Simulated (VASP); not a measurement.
A run of VASP 6.6.1 is set up as follows.

INCAR

```
SYSTEM = Si
ALGO = Normal
DIPOL = 0.5 0.5 0.499
EDIFF = 1E-6
ENCUT = 520
GGA = PS
IDIPOL = 3
ISIF = 2
ISMEAR = 0
LASPH = .TRUE.
LCHARG = .FALSE.
LDIPOL = .TRUE.
LREAL = .FALSE.
LWAVE = .FALSE.
NBANDS = 36
NELM = 60
PREC = Accurate
SIGMA = 0.1
```

The input KPOINTS:

```
k-points
0
G
  7 5 1
  0 0 0
```

File POSCAR:

```
Si
1.0
    3.8402545000      0.0000000000      0.0000000000
    0.0000000000      5.4309400000      0.0000000000
    0.0000000000      0.0000000000     27.6006362294
Si
12
Direct
    0.5000000000      0.0000000000      0.3260794398
    0.0000000000      0.2500000000      0.3260794398
    0.0000000000      0.5000000000      0.3956476599
    0.5000000000      0.7500000000      0.3956476599
    0.5000000000      0.0000000000      0.4652158900
    0.0000000000      0.2500000000      0.4652158900
    0.0000000000      0.5014712635      0.5348202435
    0.5000000000      0.7485287365      0.5348202435
    0.5000000000      0.0067606182      0.6034214895
    0.0000000000      0.2432393818      0.6034214895
    0.0000000000      0.5149932547      0.6667151891
    0.5000000000      0.7350067453      0.6667151891
```

Potentials or basis: VASP PAW PBE potentials, release 64 (Si).

Launch:

```console
$ cat potpaw_PBE.64/Si/POTCAR > POTCAR
$ mpirun -np 1 vasp_std > vasp.out
```

(1) Predict the band gap on the k mesh.

(2) Predict the largest force.

## Answers

(1) zero (bands 24 and 25 overlap by 0.34 eV).

(2) 0.583 eV/Å.

Caveat: the PAW data sets were made with another functional, which shifts forces and pressure a little.
